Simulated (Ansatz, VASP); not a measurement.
# Two plane-wave programs on P

INCAR

```
ALGO = Normal
EDIFF = 1E-7
EDIFFG = -0.01
ENCUT = 500
GGA = RP
GGA_COMPAT = F
IBRION = 2
ISIF = 3
ISMEAR = -1
LASPH = T
LCHARG = F
LREAL = F
LWAVE = F
NELM = 120
NELMIN = 4
NSW = 80
PREC = Accurate
SIGMA = 0.1
```

Contents of KPOINTS:

```
k-points
0
Gamma
  12 12 12
```

File POSCAR:

```
P
1.0
    2.5427581381      0.0000000000      0.0000000000
    0.0000000000      2.5427581381      0.0000000000
    0.0000000000      0.0000000000      2.5427581381
P
1
Direct
    0.0000000000      0.0000000000      0.0000000000
```

Input for Ansatz:

```yaml
crystal:
  lattice:
    - [2.5427581381, 0.0, 0.0]
    - [0.0, 2.5427581381, 0.0]
    - [0.0, 0.0, 2.5427581381]
  atoms:
    - { symbol: P, position: [0.0, 0.0, 0.0] }
hamiltonian:
  xc: rpbe
  pseudopotentials:
    kind: paw
    azcp:
      P: "pseudopotentials/P.paw.azcp"
basis:
  ecutwfc: 420
  fft_grid_basis: typed
kpoints:
  mp_grid: { grid: [12, 12, 12], shift: [0, 0, 0] }
magnetization:
  spin_polarized: false
scf:
  occupations: { method: fermi_dirac, width: 0.1 }
relax:
  max_steps: 60
  f_tol: 0.01
  cell: {}
```

Alike in both runs: task relaxation of cell and atoms; functional RPBE; k mesh 12 × 12 × 12; occupations fermi-dirac, width 0.1 eV; no spin polarisation.

|  | VASP | Ansatz |
| --- | --- | --- |
| version | VASP 6.6.1 | Ansatz 0.2.0 |
| potentials or method | VASP PAW PBE potentials, release 64 (P), cutoff 500 eV | plane waves (420 eV) with PAW, scalar-relativistic |
| valence electrons in the cell | 5 | 5 |

VASP gave:

* relaxed volume (Å³/atom): 14.73
* relaxed cell length with the largest relative difference (Å): 2.451

Task: Estimate Ansatz's values.

Result: Relaxed volume (Å³/atom): 14.82; relaxed cell length with the largest relative difference (Å): 2.456.

VASP's potentials were made for PBE, not for RPBE.
